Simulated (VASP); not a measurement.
Wanted: the native input for a VASP 6.6.1 run.

```yaml
Task: single point
Functional: r2SCAN
Potentials_or_basis: VASP PAW PBE potentials, release 64 (Ga_d, As)
Cutoff: 520 eV
k_mesh: 11 × 11 × 11
Occupations: fermi-dirac, width 0.08 eV
Spin: no spin polarisation
Dipole_correction: no
Further_INCAR_settings: ALGO = Normal; EDIFF = 1e-06; NBANDS = 16
```

Crystal: GaAs (zincblende type).

```
Ga As
1.0
     0.00000    2.53924    2.53924
     2.53924    0.00000    2.53924
     2.53924    2.53924    0.00000
Ga As
1 1
Cartesian
  0.0000 0.0000 0.0000
  1.2696 1.2696 1.2696
```

These files were run (other wordings do the same):

POSCAR

```
GaAs
1.0
    0.0000000000      2.5392427488      2.5392427488
    2.5392427488      0.0000000000      2.5392427488
    2.5392427488      2.5392427488      0.0000000000
Ga As
1 1
Direct
    0.0000000000      0.0000000000      0.0000000000
    0.2500000000      0.2500000000      0.2500000000
```

INCAR.step1

```
ALGO     = Normal         # electronic algorithm
EDIFF    = 1E-4           # SCF threshold, eV
ENCUT    = 520            # plane-wave cutoff, eV
GGA      = PE             # functional
ISMEAR   = -1             # smearing method
LASPH    = True           # aspherical terms in the spheres
LCHARG   = False          # write CHGCAR
LREAL    = False          # projectors in reciprocal space
LWAVE    = True           # write WAVECAR
NBANDS   = 16             # bands
NELM     = 60             # most SCF steps
PREC     = Accurate       # precision mode
SIGMA    = 0.08           # smearing width, eV
```

INCAR.step2

```
ALGO     = Normal         # electronic algorithm
EDIFF    = 1E-6           # SCF threshold, eV
ENCUT    = 520            # plane-wave cutoff, eV
ISIF     = 2              # what is computed and relaxed
ISMEAR   = -1             # smearing method
ISTART   = 1            
LASPH    = True           # aspherical terms in the spheres
LCHARG   = False          # write CHGCAR
LMIXTAU  = True         
LREAL    = False          # projectors in reciprocal space
LWAVE    = False          # write WAVECAR
METAGGA  = R2SCAN         # meta-GGA
NBANDS   = 16             # bands
NELM     = 60             # most SCF steps
PREC     = Accurate       # precision mode
SIGMA    = 0.08           # smearing width, eV
```

KPOINTS

```
k-points
0
Gamma
  11 11 11
```

Potentials or basis: VASP PAW PBE potentials, release 64 (Ga_d, As).

Run with:

```bash
$ cat potpaw_PBE.64/Ga_d/POTCAR potpaw_PBE.64/As/POTCAR > POTCAR
$ cp INCAR.step1 INCAR
$ mpirun -np 1 vasp_std > vasp.out
$ cp INCAR.step2 INCAR
$ mpirun -np 1 vasp_std > vasp.out
```

Results of the run:

```json
{
  "Pressure": "50.0 GPa",
  "Band gap on the k mesh": "0.96 eV (least direct gap 3.76 eV)"
}
```

Caveat: the cell stands under pressure; the PAW data sets were made with another functional, which shifts forces and pressure a little; an odd mesh through Γ misses points on the zone boundary, where band edges can lie.

It took 3.5 min on 1 thread of Intel Xeon 8259CL, on a shared host, peak memory 0.19 GiB.
